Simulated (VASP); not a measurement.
Pd, 2 atoms in the cell. The typed cell holds 2 atoms: a = 2.922 Å, b = 2.922 Å, c = 4.135 Å, α = 90.00°, β = 90.00°, γ = 90.00°. 

* Program: VASP 6.6.1
* Task: single point
* Functional: BLYP
* Potentials or basis: VASP PAW PBE potentials, release 64 (Pd)
* Cutoff: 520 eV
* k mesh: 18 × 18 × 13
* Occupations: fermi-dirac, width 0.05 eV
* Spin: collinear spin
* Starting moments: [0.5, -0.5] μB
* Dipole correction: no
* Further INCAR settings: ALGO = Normal; EDIFF = 1e-07; NBANDS = 21

Potentials or basis: VASP PAW PBE potentials, release 64 (Pd).

Launch:

```console
$ cat potpaw_PBE.64/Pd/POTCAR > POTCAR
$ mpirun -np 1 vasp_std > vasp.out
```

Hardware: 1 thread of Intel(R) Xeon(R) 6975P-C (Granite Rapids), on a shared host.

Problem. Estimate the wall time of this run.

Solution. Run time: 2.6 min on 1 thread of Intel(R) Xeon(R) 6975P-C (Granite Rapids) (shared host), peak memory 0.47 GiB. Counts: scf iterations 13, k points 385.
